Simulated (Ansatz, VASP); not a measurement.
## Mo3S in VASP and in Ansatz

```
Mo S
1.0
     2.73705    0.00000    0.00000
    -0.91235    2.58051    0.00000
     0.00000    0.00000   19.80824
Mo S
3 1
Direct
  0.50000 0.50000 0.20194
  0.00000 0.00000 0.31069
  0.50000 0.50000 0.41943
  0.66667 0.00000 0.51302
```

Alike in both runs: task single point; functional PBE; k mesh 10 × 10 × 1; occupations gaussian, width 0.1 eV; no spin polarisation.

```csv
,VASP,Ansatz
version,VASP 6.6.1,Ansatz 0.2.0
potentials or method,"VASP PAW PBE potentials, release 64 (Mo_sv, S)","scalar-relativistic, plane waves, PAW"
plane-wave cutoff (eV),400,420
valence electrons in the cell,48,48
```

|  | VASP | Ansatz | Ansatz less VASP |
| --- | --- | --- | --- |
| gap on the k mesh at the Fermi level (eV) | none | none | - |
| rms of the force components (eV/Å) | 0.592 | 0.590 | -0.0026 |

Atom by atom the forces differ by 0.014 eV/Å (rms over components). A gap of «none» marks a metal or a gap that the smearing closes. With one functional, cell and mesh, what is left measures potentials, basis and numerics.
